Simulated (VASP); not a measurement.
# Ta8Tl7S24 (a cell with a defect) in VASP: a series of runs, part 2 of 2

VASP 6.6.1. The steps go on from the part before.

## (3) Single point, PBEsol

INCAR reads:

```
PREC = Accurate
ENCUT = 520
EDIFF = 1E-6
ISMEAR = -1
SIGMA = 0.05
LREAL = Auto
LASPH = True
NELM = 60
ALGO = Normal
ISIF = 2
LWAVE = False
LCHARG = False
GGA = PS
NELECT = 324.0
NBANDS = 186
```

KPOINTS reads:

```
Automatic mesh
0
Gamma
  1 2 1
```

POSCAR reads:

```
Ta8Tl7S24
1.0
    9.5508190000      0.0000000000      0.0000000000
    0.0000000000      7.1818780000      0.0000000000
    0.0000000000      0.0000000000     14.7307000000
Ta Tl S
8 7 24
Direct
    0.5745685265      0.1623391542      0.8997060561
    0.2554021807      0.3488084871      0.0529913718
    0.1574001141      0.1472038372      0.5417257836
    0.7936596851      0.3764474974      0.4413435886
    0.6049742959      0.6565135192      0.9331396336
    0.3111146803      0.8431499393      0.0486806465
    0.1402497524      0.6361428028      0.5278635774
    0.8634756873      0.8891824673      0.4171695846
    0.4879372125      0.3927524249      0.6537503309
   -0.0728523910      0.3170897640      0.8272383526
    0.9026241624      0.1482342084      0.1809350540
    0.4833616887      0.8390006068      0.6614621165
    0.5101447321      0.6400693523      0.3024771396
   -0.0216421230      0.8789762232      0.8232195347
    0.9335534471      0.6082949334      0.1132736394
    0.4705983853      0.1113775533      0.0674917010
    0.3963639139      0.4014827320      0.8987760256
   -0.0124701348      0.1509076038      0.3830164215
    0.9521173001      0.4396064650      0.5876842241
    0.6807688430      0.0865929496      0.7748172185
    0.2168295724      0.4218534484      0.1966980524
    0.2734529887      0.1435000706      0.6825269675
    0.7270580670      0.3566198145      0.2940457684
    0.6762352004      0.1463405533      0.5106206765
    0.3017751671      0.4144041433      0.4888769712
    0.0950389700      0.0900878572     -0.0039645095
    0.7489095961      0.3483489973      0.9789215720
    0.4885235497      0.6154518359      0.0699219996
    0.4142053158      0.8748686625      0.8941733930
   -0.0010470306      0.6149088024      0.3796968236
    0.9596873315      0.9348251251      0.5719823226
    0.7161375375      0.6560122575      0.7859979499
    0.1938263096      0.8704408513      0.1808196488
    0.1936483143      0.6661628059      0.6689159375
    0.7639030747      0.8656649417      0.2783981752
    0.6838575833      0.6775108126      0.4717291100
    0.2660295416      0.9165708468      0.4682194329
    0.1545521908      0.6077240521     -0.0283964781
    0.7590657932      0.8897533486      0.9772719558
```

Potentials or basis: VASP PAW PBE potentials, release 64 (Ta_pv, Tl_d, S).

Started as:

```console
cat potpaw_PBE.64/Ta_pv/POTCAR potpaw_PBE.64/Tl_d/POTCAR potpaw_PBE.64/S/POTCAR > POTCAR
mpirun -np 1 vasp_std > vasp.out
```

OUTCAR:

```text
PREC = Accurate
   ENCUT = 520
   EDIFF = 1E-6
   ISMEAR = -1
   LREAL = Auto
   LASPH = True
   NELM = 60
   ISIF = 2
   GGA = PS
   NELECT = 324.0

 ion  position               nearest neighbor table
   1  0.575  0.162  0.900-  20 2.17  17 2.42  27 2.43  29 2.57  16 2.69  39 2.87   5 3.59  10 3.70

   2  0.255  0.349  0.053-  21 2.21  38 2.41  26 2.55  17 2.67  16 2.68  28 2.95   6 3.59  15 3.70

   3  0.157  0.147  0.542-  37 2.23  22 2.35  31 2.47  25 2.49  18 2.85  19 2.95   7 3.52
   4  0.794  0.376  0.441-  24 2.24  23 2.27  36 2.44  18 2.61  19 2.67  30 2.76   8 3.58
   5  0.605  0.657  0.933-  28 2.32  39 2.32  32 2.41  29 2.47  27 2.69  17 2.75   6 3.55   1 3.59
[... 7 lines left out ...]
   9  0.488  0.393  0.654-  22 2.75  25 3.01  12 3.21  24 3.29  20 3.38  34 3.44  12 3.98
  10  0.927  0.317  0.827-  27 2.82  20 2.98  14 3.18  32 3.22  26 3.38   1 3.70  14 4.07
  11  0.903  0.148  0.181-  23 2.80  35 2.82  18 3.09  26 3.31  33 3.42  15 3.46  15 4.01
  12  0.483  0.839  0.661-  22 2.98  34 3.03  20 3.08  32 3.17   9 3.21   9 3.98
  13  0.510  0.640  0.302-  23 2.91  35 2.94  36 3.01  28 3.44
  14  0.978  0.879  0.823-  32 3.02  39 3.09  26 3.17  10 3.18  20 3.29  38 3.38  34 3.42  10 4.07

  15  0.934  0.608  0.113-  38 2.97  27 3.24  21 3.26  33 3.27  39 3.30  35 3.46  11 3.46   2 3.70
                            11 4.01
  16  0.471  0.111  0.067-   6 2.47   2 2.68   1 2.69
  17  0.396  0.401  0.899-   1 2.42   2 2.67   5 2.75
  18  0.988  0.151  0.383-   8 2.28   4 2.61   3 2.85  11 3.09
  19  0.952  0.440  0.588-   7 2.45   4 2.67   3 2.95
  20  0.681  0.087  0.775-   1 2.17  10 2.98  12 3.08  14 3.29   9 3.38
  21  0.217  0.422  0.197-   2 2.21  15 3.26
  22  0.273  0.144  0.683-   3 2.35   9 2.75  12 2.98
  23  0.727  0.357  0.294-   4 2.27  11 2.80  13 2.91
  24  0.676  0.146  0.511-   4 2.24   8 2.92   9 3.29
  25  0.302  0.414  0.489-   7 2.29   3 2.49   9 3.01
  26  0.095  0.090  0.996-   2 2.55   6 2.83  14 3.17  11 3.31  10 3.38
  27  0.749  0.348  0.979-   1 2.43   5 2.69  10 2.82  15 3.24
  28  0.489  0.615  0.070-   5 2.32   6 2.38   2 2.95  13 3.44
  29  0.414  0.875  0.894-   5 2.47   6 2.49   1 2.57
  30  0.999  0.615  0.380-   8 2.42   7 2.57   4 2.76
  31  0.960  0.935  0.572-   3 2.47   8 2.48   7 2.83
  32  0.716  0.656  0.786-   5 2.41  14 3.02  12 3.17  10 3.22
  33  0.194  0.870  0.181-   6 2.25  15 3.27  11 3.42
  34  0.194  0.666  0.669-   7 2.15  12 3.03  14 3.42   9 3.44
  35  0.764  0.866  0.278-   8 2.26  11 2.82  13 2.94  15 3.46
  36  0.684  0.678  0.472-   8 2.43   4 2.44  13 3.01
  37  0.266  0.917  0.468-   3 2.23   7 2.50
  38  0.155  0.608  0.972-   2 2.41   6 2.53  15 2.97  14 3.38
  39  0.759  0.890  0.977-   5 2.32   1 2.87  14 3.09  15 3.30

  LATTYP: Found a simple orthorhombic cell.
 ALAT       =     7.1818780000
 B/A-ratio  =     1.3298497969
 C/A-ratio  =     2.0510930428

  Lattice vectors:

 A1 = (   0.0000000000,  -7.1818780000,   0.0000000000)
 A2 = (   9.5508190000,   0.0000000000,   0.0000000000)
 A3 = (   0.0000000000,   0.0000000000,  14.7307000000)

Analysis of symmetry for initial positions (statically):
=====================================================================
 Subroutine PRICEL returns:
 Original cell was already a primitive cell.

 Routine SETGRP: Setting up the symmetry group for a
 simple orthorhombic supercell.

 Subroutine GETGRP returns: Found  1 space group operations
 (whereof  1 operations were pure point group operations)
 out of a pool of  8 trial point group operations.

[... 150 lines left out ...]
   dimension x,y,z NGX =    72 NGY =   54 NGZ =  112
   dimension x,y,z NGXF=   144 NGYF=  108 NGZF=  224
   ions per type =               8   7  24
   NGX,Y,Z   is equivalent  to a cutoff of  12.53, 12.50, 12.64 a.u.
   NGXF,Y,Z  is equivalent  to a cutoff of  25.07, 25.00, 25.28 a.u.
 SYSTEM =  unknown system
   PREC   = accura    normal or accurate (medium, high low for compatibility)
   ISTART =      0    job   : 0-new  1-cont  2-samecut
   ICHARG =      2    charge: 1-file 2-atom 10-const
   ISPIN  =      1    spin polarized calculation?
   LNONCOLLINEAR =      F non collinear calculations
   LSORBIT =      F    spin-orbit coupling
   LASPH  =      T    aspherical Exc in radial PAW
   ENCUT  =  520.0 eV  38.22 Ry    6.18 a.u.  17.76 13.35 27.39*2*pi/ulx,y,z
   NELM   =     60;   NELMIN=  2; NELMDL= -5     # of ELM steps
   EDIFF  = 0.1E-05   stopping-criterion for ELM
   LREAL  =      T    real-space projection
   EDIFFG = 0.1E-04   stopping-criterion for IOM
   NSW    =      0    number of steps for IOM
   IBRION =     -1    ionic relax: 0-MD 1-quasi-New 2-CG
   NFREE  =      0    steps in history (QN), initial steepest desc. (CG)
   ISIF   =      2    stress and relaxation
   ISYM   =      2    0-nonsym 1-usesym 2-fastsym
   POTIM  = 0.5000    time-step for ionic-motion
   TEBEG  =    0.0;   TEEND  =   0.0 temperature during run
   PSTRESS=    0.0 pullay stress
   NELECT =     324.0000    total number of electrons
   NUPDOWN=      -1.0000    fix difference up-down
   EMIN   =  10.00;   EMAX   =-10.00  energy-range for DOS
   EFERMI =   0.00;   METHOD = LEGACY
   ISMEAR =    -1;   SIGMA  =   0.05  broadening in eV -4-tet -1-fermi 0-gaus
   EFERMI_NEDOS =   21; number of points for ismear=-14 and -15
   IALGO  =     38    algorithm
   IMIX   =      4    mixing-type and parameters
     AMIX     =   0.40;   BMIX     =  1.00
     AMIX_MAG =   1.60;   BMIX_MAG =  1.00
  volume/ion in A,a.u.               =      25.91       174.84
  Fermi-wavevector in a.u.,A,eV,Ry     =   1.120527  2.117490 17.083227  1.255582
  Thomas-Fermi vector in A             =   2.257175
   LORBIT       =      0    0 simple, 1 ext, 2 COOP (PROOUT), +10 PAW based schemes
   GGA     = PS    functional components
   LHFCALC =     F    Hartree Fock is set to
   AEXX    =    0.0000 exact exchange contribution
   IVDW    =     0    specifies the selected vdW correction
   LEPSILON=     F    determine dielectric tensor
   LRPA    =     F    only Hartree local field effects (RPA)
 non-spin polarized calculation
  energy-cutoff  :      520.00
  volume of cell :     1010.42
 maximum number of plane-waves:     27243
 NGX is ok and might be reduce to    70
   NGX = 35   NGY = 27   NGZ = 55

 number of electron     323.9999996 magnetization

 Free energy of the ion-electron system (eV)
  ---------------------------------------------------
  ext. energy  EPLUGINS =         0.00000000
  ---------------------------------------------------
  free energy    TOTEN  =      -244.99247498 eV

  energy without entropy =     -244.98753552  energy(sigma->0) =     -244.99000525

 E-fermi :   3.2595     XC(G=0):  -9.2784

 val. band max:        3.0198657243   @ k =   0.0000   0.0000   0.0000
 cond. band min:       3.5018766828   @ k =   0.0000   0.0000   0.0000
 fundamental gap:      0.4820109586
 Fermi energy:         3.2594958161

 k-point     1 :       0.0000    0.0000    0.0000
  band No.  band energies     occupation
      1     -32.3266      2.00000
      2     -32.2824      2.00000
      3     -32.2681      2.00000
      4     -32.2625      2.00000
      5     -32.2431      2.00000
      6     -32.2337      2.00000
[... 166 lines left out ...]
    173       4.8044      0.00000
    174       4.9025      0.00000

 k-point     2 :       0.0000    0.5000    0.0000
  band No.  band energies     occupation
      1     -32.3205      2.00000
      2     -32.2798      2.00000
      3     -32.2633      2.00000
      4     -32.2575      2.00000
      5     -32.2332      2.00000
      6     -32.2311      2.00000
[... 166 lines left out ...]
    173       4.7528      0.00000
    174       4.8387      0.00000
 [bands above 174 left out]

------------------------ aborting loop because EDIFF is reached ----------------------------------------

  FORCE on cell =-STRESS in cart. coord.  units (eV):
  Direction    XX          YY          ZZ          XY          YZ          ZX
  --------------------------------------------------------------------------------------
  -------------------------------------------------------------------------------------
  Total       -9.6113489     -7.9213171     11.6366149      0.9410505     -5.2926189     -4.1275073
  in kB      -15.2402784    -12.5604720     18.4516506      1.4921809     -8.3922648     -6.5448005
  external PRESSURE =      -3.1163666 kB  Pullay stress =       0.0000000 kB

 VOLUME and BASIS-vectors are now :
 -----------------------------------------------------------------------------
  energy-cutoff  :      520.00
  volume of cell :     1010.42
      direct lattice vectors                 reciprocal lattice vectors
     9.550819000  0.000000000  0.000000000     0.104703063  0.000000000  0.000000000
     0.000000000  7.181878000  0.000000000     0.000000000  0.139239347  0.000000000
     0.000000000  0.000000000 14.730700000     0.000000000  0.000000000  0.067885437

 POSITION                                       TOTAL-FORCE (eV/Angst)
 -----------------------------------------------------------------------------------
      5.48760      1.16590     13.25330        -1.117231      0.403417      3.135780
      2.43930      2.50510      0.78060         0.630598     -1.828733     -0.973304
      1.50330      1.05720      7.98000        -0.921826      0.284480      1.074002
      7.58010      2.70360      6.50130         0.956507      0.769827     -0.138726
      5.77800      4.71500     13.74580         1.752199      0.738002     -2.721966
      2.97140      6.05540      0.71710        -1.081118      0.515379      1.122874
[... 31 lines left out ...]
      1.47610      4.36460     14.31240        -0.015982      0.227981      0.452372
      7.24970      6.39010     14.39590        -0.647469     -0.259383      0.350436
 -----------------------------------------------------------------------------------
    total drift:                               -0.006268     -0.006303     -0.007780

  FREE ENERGIE OF THE ION-ELECTRON SYSTEM (eV)
  ---------------------------------------------------
  free  energy   TOTEN  =      -244.9924749763 eV

  energy  without entropy=     -244.9875355250  energy(sigma->0) =     -244.99000525
```

It took 11 min on 1 thread of Intel Xeon Platinum 8375C at 2.90GHz (Ice Lake), shared host; peak memory 0.97 GiB.

What came out:

```
Free energy   : -244.9925 eV
Largest force : 3.353 eV/Å
```

Forces in eV/Å, atoms in the order of the input:
```
Ta  -1.117  0.403  3.136
Ta   0.631 -1.829 -0.973
Ta  -0.922  0.284  1.074
Ta   0.957  0.770 -0.139
Ta   1.752  0.738 -2.722
Ta  -1.081  0.515  1.123
Ta  -1.642  0.449 -0.570
Ta  -0.520 -2.292 -0.244
Tl   0.207  0.060 -0.069
Tl   0.062  0.611 -0.241
Tl   0.363 -0.193 -0.235
Tl  -0.007  0.177 -0.210
Tl  -0.023  0.025  0.039
Tl  -0.055 -0.508 -0.155
Tl   0.080  0.335  0.371
S   -1.088  0.704 -0.032
S    1.347 -1.127 -1.076
S    1.116  2.075  0.298
S    0.372 -0.954 -1.224
S    0.500  0.372 -1.607
S   -0.234 -0.497 -0.455
S   -1.107 -0.226 -0.856
S   -0.622  0.400 -0.240
S   -0.195 -0.164 -0.051
S    0.238 -0.781 -0.720
S    1.824  1.547  0.701
S   -1.003  0.441 -0.343
S   -1.219 -0.474  2.271
S    0.725  0.069 -1.249
S    0.069  0.861  0.650
S    0.575 -0.038  0.758
S   -0.688 -0.847  0.633
S    0.403 -0.158 -0.406
S    0.887  0.287  2.451
S   -0.466  0.236 -0.696
S   -0.544 -0.659  0.853
S    1.089 -0.581 -0.647
S   -0.016  0.228  0.452
S   -0.647 -0.259  0.350
```

Levels at points of the mesh, in eV from the Fermi level:
```tsv
k point	band 158	band 159	band 160	band 161	band 162	band 163	band 164	band 165	band 166	band 167
(0.00, 0.00, 0.00)	-0.79	-0.69	-0.65	-0.51	-0.24	0.24	0.38	0.54	0.81	0.86
(0.00, 0.50, 0.00)	-0.81	-0.78	-0.70	-0.66	-0.50	0.57	0.79	0.85	0.89	1.15
```

Caveat: the k points lie up to 0.66 Å⁻¹ apart; the cell carries a net charge on a neutralising background, which shifts energy and pressure; the cell is charged against a uniform background, so pressure and absolute levels hang on convention; the atoms stand as in a frame of molecular dynamics; the PAW data sets were made with another functional, which shifts forces and pressure a little; spin-orbit coupling is left out, which moves the levels of the heavy elements.

## (4) Single point, PBEsol

INCAR reads:

```
SYSTEM = Ta8Tl7S24
  PREC = Accurate
  ENCUT = 520
  EDIFF = 1E-6
  ISMEAR = -1
  SIGMA = 0.05
  LREAL = Auto
  LASPH = .TRUE.
  NELM = 60
  ALGO = Normal
  ISIF = 2
  LWAVE = .FALSE.
  LCHARG = .TRUE.
  GGA = PS
  LELF = .TRUE.
  LVHAR = .TRUE.
  NELECT = 324.0
  NBANDS = 186
```

KPOINTS reads:

```
regular mesh
0
G
  1 2 1
  0 0 0
```

POSCAR reads:

```
Ta8Tl7S24
1.0
    9.5508190000      0.0000000000      0.0000000000
    0.0000000000      7.1818780000      0.0000000000
    0.0000000000      0.0000000000     14.7307000000
Ta Tl S
8 7 24
Direct
    0.6109004893      0.1138142419      0.9165552214
    0.3061622255      0.3981549116      0.0596441445
    0.1264708294      0.0916751858      0.5795651259
    0.8402420777      0.3886170163      0.4422260992
    0.6642257591      0.6282479318      0.9459360383
    0.3613197989      0.9043734800      0.0658352964
    0.1446682216      0.6173594149      0.5757431758
    0.8403258401      0.8707750257      0.4286014921
    0.5081134927      0.3406769093      0.6411236397
   -0.0346776543      0.3856790661      0.8102669934
    0.9660532777      0.1567138846      0.1915183936
    0.5554706879      0.8597611934      0.6508651999
    0.4798331955      0.6709665633      0.2942358476
   -0.0297984916      0.8668345522      0.8222487730
    0.9139530338      0.6121518633      0.1627281799
    0.5326349499      0.1297989189      0.0833633161
    0.4635309286      0.3912625639      0.8936303095
    0.0186790264      0.1302862566      0.4075230641
    0.9666605555      0.3516628937      0.6007114394
    0.7392559738      0.0838777824      0.7848235318
    0.2351211975      0.3912207921      0.2131942134
    0.2075214701      0.1143851232      0.7120707095
    0.7392350331      0.3601704178      0.3094014541
    0.6841088707      0.0771246741      0.5003020902
    0.2604174574      0.3445477631      0.5045720842
    0.1982238382      0.1222939181     -0.0143509813
    0.7712113485      0.3643615222      0.9870406702
    0.4978735331      0.6298491843      0.0913194892
    0.4660961536      0.8624345888      0.9040982438
    0.0341541390      0.5844989291      0.4060295845
    0.9501384122      0.8288779063      0.5959594588
    0.7220218496      0.6482844738      0.7896773405
    0.2420525402      0.9183948822      0.1980829153
    0.2114583053      0.6010266396      0.7220023488
    0.7642171839      0.8853812332      0.2778075719
    0.6886634539      0.6162733480      0.4960049421
    0.2870643868      0.8393208573      0.5043548508
    0.1929153929      0.6441769131      0.0117170263
    0.8018369943      0.8368284730      1.0052136015
```

Potentials or basis: VASP PAW PBE potentials, release 64 (Ta_pv, Tl_d, S).

Started as:

```console
cat potpaw_PBE.64/Ta_pv/POTCAR potpaw_PBE.64/Tl_d/POTCAR potpaw_PBE.64/S/POTCAR > POTCAR
mpirun -np 1 vasp_std > vasp.out
```

OUTCAR:

```text
SYSTEM = Ta8Tl7S24
   PREC = Accurate
   ENCUT = 520
   EDIFF = 1E-6
   ISMEAR = -1
   LREAL = Auto
   LASPH = .TRUE.
   NELM = 60
   ISIF = 2
   GGA = PS
   NELECT = 324.0

 ion  position               nearest neighbor table
   1  0.611  0.114  0.917-  29 2.28  20 2.31  17 2.46  16 2.57  27 2.58  39 3.00   5 3.55   6 3.57

   2  0.306  0.398  0.060-  38 2.19  21 2.36  26 2.49  28 2.52  17 2.87  16 2.92   6 3.59
   3  0.126  0.092  0.580-  22 2.11  19 2.43  25 2.48  31 2.54  37 2.62  18 2.75   7 3.41
   4  0.840  0.389  0.442-  23 2.19  36 2.32  30 2.39  18 2.57  19 2.64  24 2.82   8 3.47
[... 645 lines left out ...]
  in kB        1.5716050     -2.7210202     -6.2485043      1.3998475      0.2411765     15.6965172
  external PRESSURE =      -2.4659732 kB  Pullay stress =       0.0000000 kB

 VOLUME and BASIS-vectors are now :
 -----------------------------------------------------------------------------
  energy-cutoff  :      520.00
  volume of cell :     1010.42
      direct lattice vectors                 reciprocal lattice vectors
     9.550819000  0.000000000  0.000000000     0.104703063  0.000000000  0.000000000
     0.000000000  7.181878000  0.000000000     0.000000000  0.139239347  0.000000000
     0.000000000  0.000000000 14.730700000     0.000000000  0.000000000  0.067885437

 POSITION                                       TOTAL-FORCE (eV/Angst)
 -----------------------------------------------------------------------------------
      5.83460      0.81740     13.50150         0.059735      2.339230      0.223274
      2.92410      2.85950      0.87860         0.569515     -1.591636      1.301449
      1.20790      0.65840      8.53740        -0.474928      0.284291     -2.899724
      8.02500      2.79100      6.51430         1.034252     -0.480061     -0.052263
      6.34390      4.51200     13.93430        -2.426553     -0.706545     -2.328955
      3.45090      6.49510      0.96980        -1.805455      0.994264      0.458455
[... 31 lines left out ...]
      1.84250      4.62640      0.17260        -1.380600      0.697658     -1.053014
      7.65820      6.01000      0.07680         1.088234      2.195420      0.601327
 -----------------------------------------------------------------------------------
    total drift:                                0.000516      0.001227     -0.002462

  FREE ENERGIE OF THE ION-ELECTRON SYSTEM (eV)
  ---------------------------------------------------
  free  energy   TOTEN  =      -246.5241096345 eV

  energy  without entropy=     -246.5225880456  energy(sigma->0) =     -246.52334884
```

Run time: 23 min. Hardware: 1 thread of Intel Xeon 8259CL, shared host; peak memory 0.97 GiB.

Results:

- Free energy: -246.5241 eV
- Largest force: 3.437 eV/Å

Forces in eV/Å, atoms in the order of the input:
```
Ta   0.060  2.339  0.223
Ta   0.570 -1.592  1.301
Ta  -0.475  0.284 -2.900
Ta   1.034 -0.480 -0.052
Ta  -2.427 -0.707 -2.329
Ta  -1.805  0.994  0.458
Ta   0.355 -0.917 -0.094
Ta   0.176  1.158 -0.325
Tl  -0.320  0.148 -0.023
Tl  -0.014 -0.083 -0.107
Tl   0.315 -0.167  0.085
Tl  -0.221 -0.149  0.010
Tl  -0.135 -0.160  0.135
Tl   0.608 -0.182  0.092
Tl   0.256 -0.009  0.261
S    0.058  0.347  0.350
S    0.307 -1.340  0.347
S   -0.828 -1.644  0.145
S   -1.010 -0.191  0.238
S   -0.793  0.907  0.495
S    0.520  0.002 -1.787
S    1.177 -0.086  2.464
S   -0.357  0.024 -1.168
S    0.705  0.264 -0.488
S    0.724 -0.125  0.450
S    0.449  0.575  0.725
S    1.175 -1.539  0.554
S    1.072 -0.982 -0.025
S   -0.513 -0.585 -0.542
S   -1.282  0.632  0.164
S    0.273  0.763 -0.185
S    0.114 -0.761  0.623
S    0.554 -0.269 -0.195
S    0.286  0.131 -0.300
S    0.345 -0.347  1.078
S   -0.321  0.328  0.272
S   -0.339  0.524  0.500
S   -1.381  0.698 -1.053
S    1.088  2.195  0.601
```

Caveat: the k points lie up to 0.66 Å⁻¹ apart; the cell carries a net charge on a neutralising background, which shifts energy and pressure; the cell is charged against a uniform background, so pressure and absolute levels hang on convention; the PAW data sets were made with another functional, which shifts forces and pressure a little; spin-orbit coupling is left out, which moves the levels of the heavy elements.
